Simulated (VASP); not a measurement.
Set up this calculation in VASP 6.6.1, as the native input.

```
Task                   : single point
Functional             : LDA
Potentials or basis    : VASP PAW LDA potentials, release 64 (Os_sv_GW)
Cutoff                 : 500 eV
k mesh                 : 9 × 9 × 5
Occupations            : fermi-dirac, width 0.05 eV
Spin                   : no spin polarisation
Dipole correction      : no
Second run             : valence_matched
Further INCAR settings : ALGO = Normal; EDIFF = 1e-06; NBANDS = 23
```

The structure of Os lies in POSCAR:

```
Os
1.0
    2.7031770536      0.0000000000      0.0000000000
   -1.3515885268      2.3410199994      0.0000000000
    0.0000000000      0.0000000000      4.2790707365
Os
2
Direct
    0.3333333333      0.6666666667      0.2500000000
    0.6666666667      0.3333333333      0.7500000000
```

One way to write it, as run:

INCAR

```
PREC = Accurate
ENCUT = 500
EDIFF = 1E-6
ISMEAR = -1
SIGMA = 0.05
LREAL = F
LASPH = T
NELM = 120
ALGO = Normal
ISIF = 2
LWAVE = F
LCHARG = F
GGA = CA
NBANDS = 23
GGA_COMPAT = F
```

KPOINTS

```
regular mesh
0
Gamma
  9 9 5
```

Potentials or basis: VASP PAW LDA potentials, release 64 (Os_sv_GW).

Run with:

```console
$ cat potpaw_LDA.64/Os_sv_GW/POTCAR > POTCAR
$ mpirun -np 1 vasp_std > vasp.out
```

Results of the run:

The pressure is 4.4 GPa and the band gap on the k mesh is zero (band 16 reaches 16.32 eV, above the bottom of band 17 at 12.26 eV).

Caveat: spin-orbit coupling is left out, which moves the levels of the heavy elements.

It took 12 s on 1 thread of AMD EPYC 9R14 (Zen 4), with other jobs on the host, peak memory 0.11 GiB.
